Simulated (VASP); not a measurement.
# ZnS: single point with PBE

The system is ZnS.

```
Zn S
1.0
     0.00000    2.66594    2.66594
     2.66594    0.00000    2.66594
     2.66594    2.66594    0.00000
Zn S
1 1
Cartesian
  1.3330 1.3330 1.3330
  0.0000 0.0000 0.0000
```

This cell differs from its parent crystal: volume changed by -6%.

```
Program             : VASP 6.6.1
Task                : single point
Functional          : PBE
Potentials or basis : VASP PAW PBE potentials, release 64 (Zn, S)
Cutoff              : 500 eV
k mesh              : 6 × 6 × 6
Occupations         : gaussian, width 0.01 eV
Spin                : no spin polarisation
```

```yaml
Pressure: 5.1 GPa
Band_gap_on_the_k_mesh: 2.29 eV, direct
```

Levels at points of the mesh, in eV from the valence-band top:
| k point | band 7 | band 8 | band 9 | band 10 | band 11 | band 12 |
| --- | --- | --- | --- | --- | --- | --- |
| (0.00, 0.00, 0.00) | 0.00 | 0.00 | 0.00 | 2.29 | 6.36 | 6.36 |
| (0.50, 0.00, 0.00) | -5.56 | -0.93 | -0.93 | 3.39 | 6.90 | 6.90 |
| (0.50, 0.50, 0.00) | -4.72 | -2.37 | -2.37 | 3.31 | 4.06 | 11.27 |

Wall time 13 s on 1 thread of Intel Xeon 8259CL (shared host), peak memory 0.15 GiB.
